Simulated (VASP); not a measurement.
# Ge (Pm-3m) in VASP: notebook, part 2 of 2

VASP 6.6.1. Earlier steps stand in the parts before.

### Step 3. Relaxation of cell and atoms, PBE, target pressure 10 GPa, at which the enthalpy is minimised

Input file INCAR:

```
ALGO = Normal ; EDIFF = 1E-6
EDIFFG = -0.02 ; ENCUT = 600
GGA = PE ; IBRION = 2
ISIF = 3 ; ISMEAR = 1
LASPH = True ; LCHARG = False
LREAL = False ; LWAVE = False
NELM = 80 ; NSW = 80
PREC = Accurate ; PSTRESS = 100.0
SIGMA = 0.05
```

Input file KPOINTS:

```
k-points
0
Gamma
  15 15 15
```

Input file POSCAR:

```
Ge
1.0
    2.6800000000      0.0000000000      0.0000000000
    0.0000000000      2.6800000000      0.0000000000
    0.0000000000      0.0000000000      2.6800000000
Ge
1
Direct
    0.0000000000      0.0000000000      0.0000000000
```

Potentials or basis: VASP PAW PBE potentials, release 64 (Ge_d).

Launch:

```sh
$ cat potpaw_PBE.64/Ge_d/POTCAR > POTCAR
$ mpirun -np 1 vasp_std > vasp.out
```

OUTCAR:

```text
EDIFF = 1E-6
   EDIFFG = -0.02
   ENCUT = 600
   GGA = PE
   IBRION = 2
   ISIF = 3
   ISMEAR = 1
   LASPH = True
   LREAL = False
   NELM = 80
   NSW = 80
   PREC = Accurate
   PSTRESS = 100.0

 ion  position               nearest neighbor table
   1  0.000  0.000  0.000-

  LATTYP: Found a simple cubic cell.
 ALAT       =     2.6800000000

  Lattice vectors:

 A1 = (   2.6800000000,   0.0000000000,   0.0000000000)
 A2 = (   0.0000000000,   2.6800000000,   0.0000000000)
 A3 = (   0.0000000000,   0.0000000000,   2.6800000000)

Analysis of symmetry for initial positions (statically):
=====================================================================
 Subroutine PRICEL returns:
 Original cell was already a primitive cell.

 Routine SETGRP: Setting up the symmetry group for a
 simple cubic supercell.

 Subroutine GETGRP returns: Found 48 space group operations
 (whereof 48 operations were pure point group operations)
 out of a pool of 48 trial point group operations.

The static configuration has the point symmetry O_h .

Analysis of symmetry for dynamics (positions and initial velocities):
=====================================================================
 Subroutine PRICEL returns:
 Original cell was already a primitive cell.

 Routine SETGRP: Setting up the symmetry group for a
 simple cubic supercell.

 Subroutine GETGRP returns: Found 48 space group operations
 (whereof 48 operations were pure point group operations)
 out of a pool of 48 trial point group operations.

The dynamic configuration has the point symmetry O_h .

 Subroutine INISYM returns: Found 48 space group operations
 (whereof 48 operations are pure point group operations),
 and found     1 'primitive' translations

[... 118 lines left out ...]
   LHFCALC =     F    Hartree Fock is set to
   AEXX    =    0.0000 exact exchange contribution
   IVDW    =     0    specifies the selected vdW correction
   LEPSILON=     F    determine dielectric tensor
   LRPA    =     F    only Hartree local field effects (RPA)
 conjugate gradient relaxation of ions
 non-spin polarized calculation
 Methfessel and Paxton  Order N= 1 SIGMA  =   0.05
  energy-cutoff  :      600.00
  volume of cell :       19.25
 maximum number of plane-waves:       657
 NGX is ok and might be reduce to    24
   NGX = 11   NGY = 11   NGZ = 11

--------------------------------------- Ionic step        1  -------------------------------------------

 number of electron      13.9999990 magnetization

 Free energy of the ion-electron system (eV)
  ---------------------------------------------------
  ext. energy  EPLUGINS =         0.00000000
  ---------------------------------------------------
  free energy    TOTEN  =        -4.26221570 eV

  energy without entropy =       -4.26224345  energy(sigma->0) =       -4.26222495

------------------------ aborting loop because EDIFF is reached ----------------------------------------

  FORCE on cell =-STRESS in cart. coord.  units (eV):
  Direction    XX          YY          ZZ          XY          YZ          ZX
  --------------------------------------------------------------------------------------
  -------------------------------------------------------------------------------------
  Total        0.2654508      0.2654508      0.2654508     -0.0000000      0.0000000      0.0000000
  in kB       22.0948119     22.0948119     22.0948119     -0.0000000      0.0000000      0.0000000
  external PRESSURE =     -77.9051881 kB  Pullay stress =     100.0000000 kB
[... 61 lines left out ...]
--------------------------------------- Ionic step        3  -------------------------------------------

 number of electron      14.0000005 magnetization

 Free energy of the ion-electron system (eV)
  ---------------------------------------------------
  ext. energy  EPLUGINS =         0.00000000
  ---------------------------------------------------
  free energy    TOTEN  =        -4.20746580 eV

  energy without entropy =       -4.20750227  energy(sigma->0) =       -4.20747796

 E-fermi :   7.1576     XC(G=0): -11.4925

 val. band max:        7.1310640278   @ k =   0.2667   0.2000   0.1333
 cond. band min:       7.1639676634   @ k =   0.4000   0.3333   0.0000
 fundamental gap:      0.0329036355
 Fermi energy:         7.1575901340

 k-point     1 :       0.0000    0.0000    0.0000
  band No.  band energies     occupation
      1     -17.6277      2.00000
      2     -17.6277      2.00000
      3     -17.2896      2.00000
      4     -17.2896      2.00000
      5     -17.2896      2.00000
      6      -6.5289      2.00000
      7      14.4046      0.00000
      8      14.4046      0.00000
      9      14.4046      0.00000
     10      17.6490      0.00000
     11      17.6490      0.00000
[... 309 lines left out ...]
 k-point    24 :       0.3333    0.2000    0.0000
  band No.  band energies     occupation
      1     -17.5567      2.00000
      2     -17.3994      2.00000
      3     -17.3895      2.00000
      4     -17.3529      2.00000
      5     -17.3139      2.00000
      6      -3.3262      2.00000
      7       4.8150      2.00000
      8      10.5151      0.00000
      9      17.3659      0.00000
     10      18.9562      0.00000
     11      21.8569      0.00000

 [... further k-points ...]
[... 5 lines left out ...]
  --------------------------------------------------------------------------------------
  -------------------------------------------------------------------------------------
  Total        1.1182707      1.1182707      1.1182707      0.0000000      0.0000000     -0.0000000
  in kB      100.9850484    100.9850484    100.9850484      0.0000000      0.0000000     -0.0000000
  external PRESSURE =       0.9850484 kB  Pullay stress =     100.0000000 kB
[... 20 lines left out ...]
  energy  without entropy=       -4.2075022681  energy(sigma->0) =       -4.20747796

  enthalpy is  TOTEN    =        -3.1001031097 eV   P V=        1.1073626888

 reached required accuracy - stopping structural energy minimisation
```

OSZICAR:

```text
N       E                     dE             d eps       ncg     rms          rms(c)
DAV:   1     0.565948410374E+02    0.56595E+02   -0.83250E+03  2777   0.384E+03
[... 21 lines left out ...]
DAV:   1    -0.469383226831E+01   -0.56815E+00   -0.66677E+00  3237   0.750E+01    0.407E+00
DAV:   2    -0.433217792696E+01    0.36165E+00   -0.40492E-01  3003   0.168E+01    0.207E+00
DAV:   3    -0.421511527549E+01    0.11706E+00   -0.18121E-01  3172   0.989E+00    0.383E-01
DAV:   4    -0.420755087109E+01    0.75644E-02   -0.14423E-02  3021   0.319E+00    0.133E-01
DAV:   5    -0.420747268225E+01    0.78189E-04   -0.29997E-04  3300   0.225E-01    0.645E-02
DAV:   6    -0.420746562220E+01    0.70600E-05   -0.18787E-05  3052   0.120E-01    0.356E-03
DAV:   7    -0.420746579848E+01   -0.17628E-06   -0.31056E-07  1791   0.825E-03
   3 F= -.31001031E+01 E0= -.31001153E+01  d E =-.393045E-01
```

CONTCAR:

```text
Ge
   1.00000000000000
     2.6081555530524585    0.0000000000000000    0.0000000000000000
    -0.0000000000000000    2.6081555530524585   -0.0000000000000000
     0.0000000000000000    0.0000000000000000    2.6081555530524585
  Ge
     1
Direct
     0.0000000000000000    0.0000000000000000    0.0000000000000000

  0.00000000E+00  0.00000000E+00  0.00000000E+00
```

Run time: 16 s. Hardware: 1 thread of Intel Xeon 6975P-C (Granite Rapids), shared host; peak memory 0.16 GiB.

Results:

- Free energy: -4.2075 eV
- Relaxed volume: 17.74 Å³/atom
- Relaxed cell: a = 2.608 Å, b = 2.608 Å, c = 2.608 Å, α = 90.00°, β = 90.00°, γ = 90.00°
- Space group after relaxing (to 0.05 Å): Pm-3m (No. 221)
- Energy change on relaxing (the enthalpy is what falls): +54.7 meV/atom
- Ionic steps: 3
- Pressure after relaxing: 10.1 GPa
- Band gap on the k mesh: zero (band 7 reaches 14.40 eV, above the bottom of band 8 at 4.61 eV)

The path:
```csv
step,energy change (eV),largest force (eV/Å),pressure (GPa),volume (Å³)
1,0.0000,0.0000,2.21,19.25
2,0.1365,0.0000,16.94,16.76
3,0.0547,0.0000,10.10,17.74
```

Final structure:
```
Ge
1.0
     2.60816    0.00000    0.00000
     0.00000    2.60816    0.00000
     0.00000    0.00000    2.60816
Ge
1
Direct
  0.00000 0.00000 0.00000
```

Caveat: the cell is relaxed towards a set pressure, so the enthalpy falls and the energy may rise.

### Step 4. Relaxation of cell and atoms, PBE, target pressure 20 GPa, at which the enthalpy is minimised

Input file INCAR:

```
SYSTEM = Ge
PREC     = Accurate       ! precision mode
ENCUT    = 600            ! plane-wave cutoff, eV
EDIFF    = 1E-6           ! SCF threshold, eV
ISMEAR   = 1              ! smearing method
SIGMA    = 0.05           ! smearing width, eV
LREAL    = .False.        ! projectors in reciprocal space
LASPH    = .True.         ! aspherical terms in the spheres
NELM     = 60             ! most SCF steps
ALGO     = Normal         ! electronic algorithm
ISIF     = 3              ! what is computed and relaxed
LWAVE    = .False.        ! write WAVECAR
LCHARG   = .False.        ! write CHGCAR
GGA      = PE             ! functional
IBRION   = 2              ! ionic algorithm
NSW      = 80             ! ionic steps
EDIFFG   = -0.02          ! ionic threshold
PSTRESS  = 200.0
```

Input file KPOINTS:

```
regular mesh
0
Gamma
  15 15 15
  0 0 0
```

POSCAR is that of step 3.

Launch:

```sh
$ cat potpaw_PBE.64/Ge_d/POTCAR > POTCAR
$ mpirun -np 1 vasp_std > vasp.out
```

Wall time 28 s (1 thread of Intel Xeon 6975P-C (Granite Rapids), shared host); peak memory 0.17 GiB.

Results (log left out):

* Free energy: -4.0918 eV
* Relaxed volume: 16.46 Å³/atom
* Relaxed cell: a = 2.544 Å, b = 2.544 Å, c = 2.544 Å, α = 90.00°, β = 90.00°, γ = 90.00°
* Space group after relaxing (to 0.05 Å): Pm-3m (No. 221)
* Energy change on relaxing (the enthalpy is what falls): +170.4 meV/atom
* Ionic steps: 6
* Pressure after relaxing: 19.8 GPa
* Band gap on the k mesh: zero (band 7 reaches 15.73 eV, above the bottom of band 8 at 5.37 eV)

The path:
```tsv
step	energy change (eV)	largest force (eV/Å)	pressure (GPa)	volume (Å³)
1	0.0000	0.0000	2.21	19.25
2	0.7423	0.0000	56.70	13.89
3	0.1638	0.0000	19.20	16.52
4	0.1724	0.0000	19.79	16.45
5	0.1791	0.0000	20.32	16.39
6	0.1704	0.0000	19.81	16.46
```

Final structure:
```xyz
1
Lattice="2.5439 0.0000 0.0000 0.0000 2.5439 0.0000 0.0000 0.0000 2.5439" Properties=species:S:1:pos:R:3 pbc="T T T"
Ge    2.5439    0.0000    0.0000
```

Levels at points of the mesh, in eV from the Fermi level:
```
           k point  band 4  band 5  band 6  band 7  band 8  band 9  band 10  band 11
(0.00, 0.00, 0.00)  -24.51  -24.51  -14.41    7.65    7.65    7.65    10.78    10.78
```

Caveat: the cell is relaxed towards a set pressure, so the enthalpy falls and the energy may rise.

### Step 5. The runs side by side

| cell | gap on the mesh (eV) | pressure (GPa) |
| --- | --- | --- |
| relaxed to 5 GPa | none | 5.1 |
| relaxed to 10 GPa | none | 10.1 |
| relaxed to 20 GPa | none | 19.8 |

Alike in all rows: task relaxation of cell and atoms; level PBE; potentials or basis VASP PAW PBE potentials, release 64 (Ge_d); no spin polarisation; k mesh 15 × 15 × 15; cutoff (eV) 600; smearing methfessel-paxton 0.05 eV.

Caveats: the cell is relaxed towards a set pressure, so the enthalpy falls and the energy may rise.

Total energies depend on the potentials used, so only differences within one code and one set of settings carry meaning.
